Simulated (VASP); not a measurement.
# Rb (Im-3m) in VASP: further runs

Runs on Rb. Level: PBEsol. Tasks: single point.

Program: VASP 6.6.1. These are calculated values, not measurements. Logs are shortened: lines on timing, memory, paths and dates and some standing lists are left out, and cuts for length are marked.

## Step 1: The cell of the first run

The structure is cubic, space group Im-3m (No. 229). The conventional cell has a = 5.516 Å, b = 5.516 Å, c = 5.516 Å, α = 90.00°, β = 90.00°, γ = 90.00°.

## Step 2: Single point, PBEsol (83.91 Å³/atom)

INCAR reads:

```
SYSTEM = Rb
ALGO     = Normal         ! electronic algorithm
EDIFF    = 1E-6           ! SCF threshold, eV
ENCUT    = 520            ! plane-wave cutoff, eV
GGA      = PS             ! functional
ISIF     = 2              ! what is computed and relaxed
ISMEAR   = 0              ! smearing method
LASPH    = .TRUE.         ! aspherical terms in the spheres
LCHARG   = .TRUE.         ! write CHGCAR
LELF     = .TRUE.         ! ELF
LREAL    = .FALSE.        ! projectors in reciprocal space
LVHAR    = .TRUE.       
LWAVE    = .FALSE.        ! write WAVECAR
NBANDS   = 10             ! bands
NELM     = 60             ! most SCF steps
PREC     = Accurate       ! precision mode
SIGMA    = 0.1            ! smearing width, eV
```

KPOINTS reads:

```
k-points
0
G
  10 10 10
  0 0 0
```

POSCAR reads:

```
Rb
1.0
   -2.7579547133      2.7579547133      2.7579547133
    2.7579547133     -2.7579547133      2.7579547133
    2.7579547133      2.7579547133     -2.7579547133
Rb
1
Direct
    0.0000000000      0.0000000000      0.0000000000
```

Potentials or basis: VASP PAW PBE potentials, release 64 (Rb_sv).

On the command line:

```sh
$ cat potpaw_PBE.64/Rb_sv/POTCAR > POTCAR
$ mpirun -np 1 vasp_std > vasp.out
```

OUTCAR:

```text
SYSTEM = Rb
   EDIFF = 1E-6
   ENCUT = 520
   GGA = PS
   ISIF = 2
   ISMEAR = 0
   LASPH = .TRUE.
   LREAL = .FALSE.
   NELM = 60
   PREC = Accurate

 ion  position               nearest neighbor table
   1  0.000  0.000  0.000-

  LATTYP: Found a body centered cubic cell.
 ALAT       =     5.5159094266

  Lattice vectors:

 A1 = (  -2.7579547133,   2.7579547133,   2.7579547133)
 A2 = (   2.7579547133,  -2.7579547133,   2.7579547133)
 A3 = (   2.7579547133,   2.7579547133,  -2.7579547133)

Analysis of symmetry for initial positions (statically):
=====================================================================
 Subroutine PRICEL returns:
 Original cell was already a primitive cell.

 Routine SETGRP: Setting up the symmetry group for a
 body centered cubic supercell.

 Subroutine GETGRP returns: Found 48 space group operations
 (whereof 48 operations were pure point group operations)
 out of a pool of 48 trial point group operations.

The static configuration has the point symmetry O_h .

Analysis of symmetry for dynamics (positions and initial velocities):
=====================================================================
 Subroutine PRICEL returns:
 Original cell was already a primitive cell.

 Routine SETGRP: Setting up the symmetry group for a
 body centered cubic supercell.

 Subroutine GETGRP returns: Found 48 space group operations
 (whereof 48 operations were pure point group operations)
 out of a pool of 48 trial point group operations.

The dynamic configuration has the point symmetry O_h .

 Subroutine INISYM returns: Found 48 space group operations
 (whereof 48 operations are pure point group operations),
 and found     1 'primitive' translations

----------------------------------------------------------------------------------------

                                     Primitive cell

  volume of cell :      83.9115

  direct lattice vectors                    reciprocal lattice vectors
    -2.757954713  2.757954713  2.757954713     0.000000000  0.181293767  0.181293767
     2.757954713 -2.757954713  2.757954713     0.181293767  0.000000000  0.181293767
     2.757954713  2.757954713 -2.757954713     0.181293767  0.181293767  0.000000000

  length of vectors
     4.776917688  4.776917688  4.776917688     0.256388104  0.256388104  0.256388104

  position of ions in fractional coordinates (direct lattice)
     0.000000000  0.000000000  0.000000000

  ion indices of the primitive-cell ions
   primitive index   ion index
                 1           1

----------------------------------------------------------------------------------------

 KPOINTS: k-points

Automatic generation of k-mesh.
 Grid dimensions read from file:
 generate k-points for:   10   10   10

 Generating k-lattice:

  Cartesian coordinates                     Fractional coordinates (reciprocal lattice)
     0.000000000  0.018129377  0.018129377     0.100000000  0.000000000  0.000000000
     0.018129377  0.000000000  0.018129377     0.000000000  0.100000000  0.000000000
     0.018129377  0.018129377  0.000000000     0.000000000  0.000000000  0.100000000

  Length of vectors
     0.025638810  0.025638810  0.025638810

  Shift w.r.t. Gamma in fractional coordinates (k-lattice)
     0.000000000  0.000000000  0.000000000

 Subroutine IBZKPT returns following result:
 ===========================================

 Found     47 irreducible k-points:

 Following reciprocal coordinates:
            Coordinates               Weight
  0.000000  0.000000  0.000000      1.000000
  0.100000  0.000000  0.000000     12.000000
  0.200000  0.000000  0.000000     12.000000
  0.300000  0.000000  0.000000     12.000000
  0.400000  0.000000  0.000000     12.000000
  0.500000  0.000000  0.000000      6.000000
[... 16 lines left out ...]
  0.300000  0.300000  0.100000      8.000000
 -0.300000  0.300000  0.100000     24.000000
 [... further k-points ...]
   k-points           NKPTS =     47   k-points in BZ     NKDIM =     47   number of bands    NBANDS=     10
   number of dos      NEDOS =    301   number of ions     NIONS =      1
   total plane-waves  NPLWV =  46656
   dimension x,y,z NGX =    36 NGY =   36 NGZ =   36
   dimension x,y,z NGXF=    72 NGYF=   72 NGZF=   72
   ions per type =               1
   NGX,Y,Z   is equivalent  to a cutoff of  12.53, 12.53, 12.53 a.u.
   NGXF,Y,Z  is equivalent  to a cutoff of  25.06, 25.06, 25.06 a.u.
 SYSTEM =  Rb
   PREC   = accura    normal or accurate (medium, high low for compatibility)
   ISTART =      0    job   : 0-new  1-cont  2-samecut
   ICHARG =      2    charge: 1-file 2-atom 10-const
   ISPIN  =      1    spin polarized calculation?
   LNONCOLLINEAR =      F non collinear calculations
   LSORBIT =      F    spin-orbit coupling
   LASPH  =      T    aspherical Exc in radial PAW
   ENCUT  =  520.0 eV  38.22 Ry    6.18 a.u.   8.88  8.88  8.88*2*pi/ulx,y,z
   NELM   =     60;   NELMIN=  2; NELMDL= -5     # of ELM steps
   EDIFF  = 0.1E-05   stopping-criterion for ELM
   LREAL  =      F    real-space projection
   EDIFFG = 0.1E-04   stopping-criterion for IOM
   NSW    =      0    number of steps for IOM
   IBRION =     -1    ionic relax: 0-MD 1-quasi-New 2-CG
   NFREE  =      0    steps in history (QN), initial steepest desc. (CG)
   ISIF   =      2    stress and relaxation
   ISYM   =      2    0-nonsym 1-usesym 2-fastsym
   POTIM  = 0.5000    time-step for ionic-motion
   TEBEG  =    0.0;   TEEND  =   0.0 temperature during run
   PSTRESS=    0.0 pullay stress
   NELECT =       9.0000    total number of electrons
   NUPDOWN=      -1.0000    fix difference up-down
   EMIN   =  10.00;   EMAX   =-10.00  energy-range for DOS
   EFERMI =   0.00;   METHOD = LEGACY
   ISMEAR =     0;   SIGMA  =   0.10  broadening in eV -4-tet -1-fermi 0-gaus
   EFERMI_NEDOS =   21; number of points for ismear=-14 and -15
   IALGO  =     38    algorithm
   IMIX   =      4    mixing-type and parameters
     AMIX     =   0.40;   BMIX     =  1.00
     AMIX_MAG =   1.60;   BMIX_MAG =  1.00
  volume/ion in A,a.u.               =      83.91       566.26
  Fermi-wavevector in a.u.,A,eV,Ry     =   0.777825  1.469876  8.231683  0.605012
  Thomas-Fermi vector in A             =   1.880593
   LORBIT       =      0    0 simple, 1 ext, 2 COOP (PROOUT), +10 PAW based schemes
   GGA     = PS    functional components
   LHFCALC =     F    Hartree Fock is set to
   AEXX    =    0.0000 exact exchange contribution
   IVDW    =     0    specifies the selected vdW correction
   LEPSILON=     F    determine dielectric tensor
   LRPA    =     F    only Hartree local field effects (RPA)
 non-spin polarized calculation
 Gauss-broadening in eV      SIGMA  =   0.10
  energy-cutoff  :      520.00
  volume of cell :       83.91
 maximum number of plane-waves:      2310
   NGX = 17   NGY = 17   NGZ = 17

 number of electron       9.0000000 magnetization

 Free energy of the ion-electron system (eV)
  ---------------------------------------------------
  ext. energy  EPLUGINS =         0.00000000
  ---------------------------------------------------
  free energy    TOTEN  =        -1.02339099 eV

  energy without entropy =       -1.01711647  energy(sigma->0) =       -1.02025373

 E-fermi :   0.1334     XC(G=0):  -5.7269

 val. band max:        0.1320394018   @ k =  -0.3000   0.4000   0.2000
 cond. band min:       0.2159258889   @ k =  -0.4000   0.4000   0.2000
 fundamental gap:      0.0838864870
 Fermi energy:         0.1333972293

 k-point     1 :       0.0000    0.0000    0.0000
  band No.  band energies     occupation
      1     -28.6846      2.00000
      2     -12.7222      2.00000
      3     -12.7222      2.00000
      4     -12.7222      2.00000
      5      -1.9561      2.00000
      6       3.8831      0.00000
      7       3.8831      0.00000
      8       3.8831      0.00000
      9       4.8887      0.00000
     10       4.8887      0.00000

 k-point     2 :       0.1000    0.0000    0.0000
  band No.  band energies     occupation
      1     -28.6840      2.00000
      2     -12.7347      2.00000
      3     -12.7262      2.00000
      4     -12.7222      2.00000
      5      -1.8288      2.00000
      6       3.6863      0.00000
      7       3.7115      0.00000
      8       4.0034      0.00000
      9       4.6559      0.00000
     10       4.8426      0.00000

 k-point     3 :       0.2000    0.0000    0.0000
  band No.  band energies     occupation
      1     -28.6824      2.00000
      2     -12.7673      2.00000
      3     -12.7368      2.00000
      4     -12.7222      2.00000
      5      -1.4602      2.00000
      6       3.0261      0.00000
      7       3.3575      0.00000
      8       4.3585      0.00000
      9       4.6375      0.00000
     10       4.7930      0.00000

 k-point     4 :       0.3000    0.0000    0.0000
  band No.  band energies     occupation
      1     -28.6805      2.00000
      2     -12.8067      2.00000
      3     -12.7498      2.00000
      4     -12.7223      2.00000
      5      -0.8903      2.00000
      6       2.2505      0.00000
      7       3.0243      0.00000
      8       4.7533      0.00000
      9       4.8605      0.00000
     10       4.9314      0.00000
[... 222 lines left out ...]
 k-point    22 :      -0.2000    0.2000    0.1000
  band No.  band energies     occupation
      1     -28.6818      2.00000
      2     -12.7673      2.00000
      3     -12.7410      2.00000
      4     -12.7322      2.00000
      5      -1.3397      2.00000
      6       3.0582      0.00000
      7       3.3735      0.00000
      8       3.9152      0.00000
      9       4.3525      0.00000
     10       5.3131      0.00000

 k-point    23 :       0.3000    0.3000    0.1000
  band No.  band energies     occupation
      1     -28.6779      2.00000
      2     -12.8022      2.00000
      3     -12.8022      2.00000
      4     -12.7487      2.00000
      5       1.3014      0.00000
      6       1.3014      0.00000
      7       1.4460      0.00000
      8       3.6414      0.00000
      9       5.4698      0.00000
     10       5.4698      0.00000

 k-point    24 :      -0.3000    0.3000    0.1000
  band No.  band energies     occupation
      1     -28.6799      2.00000
      2     -12.8050      2.00000
      3     -12.7542      2.00000
      4     -12.7318      2.00000
      5      -0.7768      2.00000
      6       2.2807      0.00000
      7       3.0765      0.00000
      8       3.9978      0.00000
      9       4.9137      0.00000
     10       5.3587      0.00000

 [... further k-points ...]

------------------------ aborting loop because EDIFF is reached ----------------------------------------

  FORCE on cell =-STRESS in cart. coord.  units (eV):
  Direction    XX          YY          ZZ          XY          YZ          ZX
  --------------------------------------------------------------------------------------
  -------------------------------------------------------------------------------------
  Total        0.0505508      0.0505508      0.0505508     -0.0000000     -0.0000000      0.0000000
  in kB        0.9651991      0.9651991      0.9651991     -0.0000000     -0.0000000      0.0000000
  external PRESSURE =       0.9651991 kB  Pullay stress =       0.0000000 kB

 VOLUME and BASIS-vectors are now :
 -----------------------------------------------------------------------------
  energy-cutoff  :      520.00
  volume of cell :       83.91
      direct lattice vectors                 reciprocal lattice vectors
    -2.757954713  2.757954713  2.757954713     0.000000000  0.181293767  0.181293767
     2.757954713 -2.757954713  2.757954713     0.181293767  0.000000000  0.181293767
     2.757954713  2.757954713 -2.757954713     0.181293767  0.181293767  0.000000000

 POSITION                                       TOTAL-FORCE (eV/Angst)
 -----------------------------------------------------------------------------------
      0.00000      0.00000      0.00000        -0.000000      0.000000     -0.000000
 -----------------------------------------------------------------------------------
    total drift:                               -0.000000     -0.000000      0.000000

  FREE ENERGIE OF THE ION-ELECTRON SYSTEM (eV)
  ---------------------------------------------------
  free  energy   TOTEN  =        -1.0233909917 eV

  energy  without entropy=       -1.0171164715  energy(sigma->0) =       -1.02025373
```

It took 40 s on 1 thread of AMD EPYC 7R13, shared host; peak memory 0.18 GiB.

Results:

| Property | Result |
| --- | --- |
| Free energy | -1.0234 eV |
| Pressure | 0.1 GPa |
| Band gap on the k mesh | zero (an odd number of electrons rules out a gap without spin polarisation) |

Levels at points of the mesh, in eV from the Fermi level:
| k point | band 3 | band 4 | band 5 | band 6 | band 7 | band 8 |
| --- | --- | --- | --- | --- | --- | --- |
| (0.00, 0.00, 0.00) | -12.86 | -12.86 | -2.09 | 3.75 | 3.75 | 3.75 |
| (0.50, 0.00, 0.00) | -12.90 | -12.86 | 0.21 | 0.84 | 2.59 | 4.43 |
| (0.50, 0.50, 0.50) | -12.95 | -12.95 | 1.20 | 1.20 | 3.45 | 3.45 |

Caveat: the PAW data sets were made with another functional, which shifts forces and pressure a little.

## Step 3: Single point, PBEsol

This run uses another cell than the first one, of 86.51 Å³/atom.

INCAR reads:

```
ALGO = Fast ; EDIFF = 1E-6
ENCUT = 520 ; GGA = PS
ISIF = 2 ; ISMEAR = 0
LASPH = True ; LCHARG = False
LREAL = False ; LWAVE = False
NBANDS = 10 ; NELM = 80
PREC = Accurate ; SIGMA = 0.1
```

KPOINTS reads:

```
k-points
0
Gamma
  10 10 10
```

POSCAR reads:

```
Rb
1.0
   -2.7860990522      2.7860990522      2.7860990522
    2.7860990522     -2.7860990522      2.7860990522
    2.7860990522      2.7860990522     -2.7860990522
Rb
1
Direct
    0.0000000000      0.0000000000      0.0000000000
```

Potentials or basis: VASP PAW PBE potentials, release 64 (Rb_sv).

On the command line:

```sh
$ cat potpaw_PBE.64/Rb_sv/POTCAR > POTCAR
$ mpirun -np 1 vasp_std > vasp.out
```

It took 46 s on 1 thread of AMD EPYC 7R13, shared host; peak memory 0.19 GiB.

It converged, with:

| Quantity | Value |
| --- | --- |
| Free energy | -1.0242 eV |
| Pressure | 0.0 GPa |
| Band gap on the k mesh | zero (an odd number of electrons rules out a gap without spin polarisation) |

Levels at points of the mesh, in eV from the Fermi level:
| k point | band 3 | band 4 | band 5 | band 6 | band 7 | band 8 |
| --- | --- | --- | --- | --- | --- | --- |
| (0.00, 0.00, 0.00) | -12.87 | -12.87 | -2.05 | 3.72 | 3.72 | 3.72 |
| (0.50, 0.00, 0.00) | -12.91 | -12.87 | 0.22 | 0.81 | 2.59 | 4.37 |
| (0.50, 0.50, 0.50) | -12.96 | -12.96 | 1.23 | 1.23 | 3.37 | 3.37 |

Caveat: the PAW data sets were made with another functional, which shifts forces and pressure a little.

## Step 4: Single point, PBEsol (89.10 Å³/atom)

This run uses another cell than the first one, of 89.10 Å³/atom.

INCAR reads:

```
SYSTEM = Rb
PREC = Accurate ; ENCUT = 520
EDIFF = 1E-6 ; ISMEAR = 0
SIGMA = 0.1 ; LREAL = .FALSE.
LASPH = .TRUE. ; NELM = 60
ALGO = Normal ; ISIF = 2
LWAVE = .FALSE. ; LCHARG = .FALSE.
GGA = PS ; NBANDS = 10
```

KPOINTS reads:

```
regular mesh
0
G
  10 10 10
  0 0 0
```

POSCAR reads:

```
Rb
1.0
   -2.8136859854      2.8136859854      2.8136859854
    2.8136859854     -2.8136859854      2.8136859854
    2.8136859854      2.8136859854     -2.8136859854
Rb
1
Direct
    0.0000000000      0.0000000000      0.0000000000
```

On the command line:

```sh
$ cat potpaw_PBE.64/Rb_sv/POTCAR > POTCAR
$ mpirun -np 1 vasp_std > vasp.out
```

Wall time 33 s (1 thread of AMD EPYC 7R13, shared host); peak memory 0.18 GiB.

The run converged. Its results:

* Free energy: -1.0236 eV
* Pressure: -0.1 GPa
* Band gap on the k mesh: zero (an odd number of electrons rules out a gap without spin polarisation)

Levels at points of the mesh, in eV from the Fermi level:
| k point | band 3 | band 4 | band 5 | band 6 | band 7 | band 8 |
| --- | --- | --- | --- | --- | --- | --- |
| (0.00, 0.00, 0.00) | -12.89 | -12.89 | -2.01 | 3.70 | 3.70 | 3.70 |
| (0.50, 0.00, 0.00) | -12.93 | -12.89 | 0.23 | 0.79 | 2.59 | 4.30 |
| (0.50, 0.50, 0.50) | -12.97 | -12.97 | 1.25 | 1.25 | 3.29 | 3.29 |

Caveat: the PAW data sets were made with another functional, which shifts forces and pressure a little.

## Step 5: The runs side by side

| cell | gap on the mesh (eV) | pressure (GPa) |
| --- | --- | --- |
| a = 4.777 Å, angles 109.5°, 1 atom | none | 0.1 |
| a = 4.826 Å, angles 109.5°, 1 atom | none | 0.0 |
| a = 4.873 Å, angles 109.5°, 1 atom | none | -0.1 |

Alike in all rows: task single point; level PBEsol; potentials or basis VASP PAW PBE potentials, release 64 (Rb_sv); no spin polarisation; k mesh 10 × 10 × 10; cutoff (eV) 520; smearing gaussian 0.1 eV.

Caveats: the PAW data sets were made with another functional, which shifts forces and pressure a little.

Absolute energies hang on the potentials; compare differences alone.
